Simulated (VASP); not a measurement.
Input of a VASP 6.6.1 run:

The input INCAR:

```
SYSTEM = Mg2ZnS3
PREC = Accurate ; ENCUT = 600
EDIFF = 1E-7 ; ISMEAR = 0
SIGMA = 0.15 ; LREAL = .FALSE.
LASPH = .TRUE. ; NELM = 80
ALGO = Normal ; ISIF = 3
LWAVE = .FALSE. ; LCHARG = .FALSE.
GGA = PE ; IBRION = 2
NSW = 36 ; EDIFFG = -0.08
```

File KPOINTS:

```
Automatic mesh
0
G
  2 2 2
  0 0 0
```

File POSCAR:

```
Mg2ZnS3
1.0
    5.8500000000     -3.3750000000      0.0000000000
    5.8500000000      3.3750000000      0.0000000000
    0.0000000000      0.0000000000      6.3000000000
Mg Zn S
4 2 6
Direct
    0.1660000000      0.5000000000      0.0000000000
    0.5000000000      0.8340000000      0.0000000000
    0.8340000000      0.5000000000      0.5000000000
    0.5000000000      0.1660000000      0.5000000000
    0.8330000000      0.1670000000      0.0000000000
    0.1670000000      0.8330000000      0.5000000000
    0.1500000000      0.8500000000      0.8800000000
    0.5100000000      0.1700000000      0.8900000000
    0.8300000000      0.4900000000      0.8900000000
    0.8500000000      0.1500000000      0.3800000000
    0.1700000000      0.5100000000      0.3900000000
    0.4900000000      0.8300000000      0.3900000000
```

Potentials or basis: VASP PAW PBE potentials, release 64 (Mg, Zn, S).

Command:

```bash
$ cat potpaw_PBE.64/Mg/POTCAR potpaw_PBE.64/Zn/POTCAR potpaw_PBE.64/S/POTCAR > POTCAR
$ mpirun -np 1 vasp_std > vasp.out
```

Task: Predict the relaxed cell.

Result: a = 6.910 Å, b = 6.910 Å, c = 6.381 Å, α = 90.00°, β = 90.00°, γ = 60.23°.

Task: Predict the relaxed volume.

Result: 22.04 Å³/atom.

Task: What does it give for the space group after relaxing (to 0.1 Å)?

Result: Cmc2_1 (No. 36).

Task: Estimate the band gap on the k mesh.

Result: 2.94 eV.

Forces in eV/Å, atoms in the order of the input:
```
Mg   0.016 -0.001  0.024
Mg  -0.016 -0.001  0.024
Mg  -0.016  0.001  0.024
Mg   0.016  0.001  0.024
Zn   0.000 -0.014 -0.018
Zn   0.000  0.014 -0.018
S    0.000  0.026 -0.021
S    0.019 -0.022 -0.005
S   -0.019 -0.022 -0.005
S    0.000 -0.026 -0.021
S    0.019  0.022 -0.005
S   -0.019  0.022 -0.005
```

Caveat: the k points lie up to 0.52 Å⁻¹ apart in the final cell; the relaxation stopped at a loose force limit of 0.08 eV/Å, so its end isn't a converged minimum.
